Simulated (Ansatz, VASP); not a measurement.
# One calculation of Li2GaC6, two programs

```
Li Ga C
1.0
     0.00000    4.52236    4.52236
     4.52236    0.00000    4.52236
     4.52236    4.52236    0.00000
Li Ga C
2 1 6
Direct
  0.25000 0.25000 0.25000
  0.50000 0.50000 0.50000
  0.00000 0.00000 0.00000
  0.12849 0.87151 0.87151
  0.87151 0.12849 0.12849
  0.87151 0.12849 0.87151
  0.12849 0.87151 0.12849
  0.87151 0.87151 0.12849
  0.12849 0.12849 0.87151
```

Alike in both runs: task single point; functional PBE; k mesh 4 × 4 × 4; occupations gaussian, width 0.1 eV; no spin polarisation.

```csv
,VASP,Ansatz
version,VASP 6.6.1,Ansatz 0.2.0
potentials or method,"VASP PAW PBE potentials, release 64 (Li_sv, Ga_d, C_h), cutoff 910 eV","scalar-relativistic, plane waves, PAW"
valence electrons in the cell,43,43
```

```csv
,VASP,Ansatz,Ansatz less VASP
gap on the k mesh at the Fermi level (eV),none,none,-
rms of the force components (eV/Å),46.021,41.678,-4.3438
```

Atom by atom the forces differ by 4.344 eV/Å (rms over components). A gap of «none» marks a metal or a gap that the smearing closes. With one functional, cell and mesh, what is left measures potentials, basis and numerics.

Noted on VASP's run: the cutoff is short for stress, so the pressure is rough.
